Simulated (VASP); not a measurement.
Crystal: Be2Pd.

```
Be Pd
1.0
     3.08970    0.00000    0.00000
    -1.54485    2.67576    0.00000
     0.00000    0.00000    3.33605
Be Pd
2 1
Direct
  0.33333 0.66667 0.50000
  0.66667 0.33333 0.50000
  0.00000 0.00000 0.00000
```

- Program: VASP 6.6.1
- Task: relaxation of cell and atoms
- Functional: PBE
- Potentials or basis: VASP PAW PBE potentials, release 64 (Be, Pd)
- Cutoff: 600 eV
- k mesh: 6 × 6 × 6
- Occupations: gaussian, width 0.1 eV
- Spin: no spin polarisation

At the start: pressure 29.7 GPa; volume 9.19 Å³/atom.

Problem. How do energy, volume and symmetry change on relaxing?

Solution. Over 10 steps the energy falls by 657.2 meV/atom and the volume is 10.46 Å³/atom (+13.8 %); space group P6/mmm (No. 191, to 0.1 Å) before and after.

The path:
| step | energy change (eV) | largest force (eV/Å) | pressure (GPa) | volume (Å³) |
| --- | --- | --- | --- | --- |
| 1 | 0.0000 | 0.0000 | 29.66 | 27.58 |
| 2 | -1.0945 | 0.0000 | -9.49 | 34.70 |
| 3 | -1.1008 | 0.0000 | -11.63 | 35.44 |
| 4 | -1.7129 | 0.0000 | -8.64 | 33.50 |
| 5 | -1.8964 | 0.0000 | 3.68 | 30.98 |
| 6 | -1.9463 | 0.0000 | -4.15 | 32.18 |
| 7 | -1.9678 | 0.0000 | -2.36 | 31.83 |
| 8 | -1.9691 | 0.0000 | -1.77 | 31.73 |
| 9 | -1.9705 | 0.0000 | 0.86 | 31.16 |
| 10 | -1.9715 | 0.0000 | -0.19 | 31.38 |

Final structure:
```
Be Pd
1.0
     3.72094    0.00000    0.00000
    -1.86047    3.22243    0.00000
     0.00000    0.00000    2.61730
Be Pd
2 1
Direct
  0.33333 0.66667 0.50000
  0.66667 0.33333 0.50000
  0.00000 0.00000 0.00000
```

Caveat: the k points lie up to 0.40 Å⁻¹ apart in the final cell, too coarse for converged energies and pressures of a metal; a cell axis changed by over 15 % at a fixed basis, so the end point is rough.
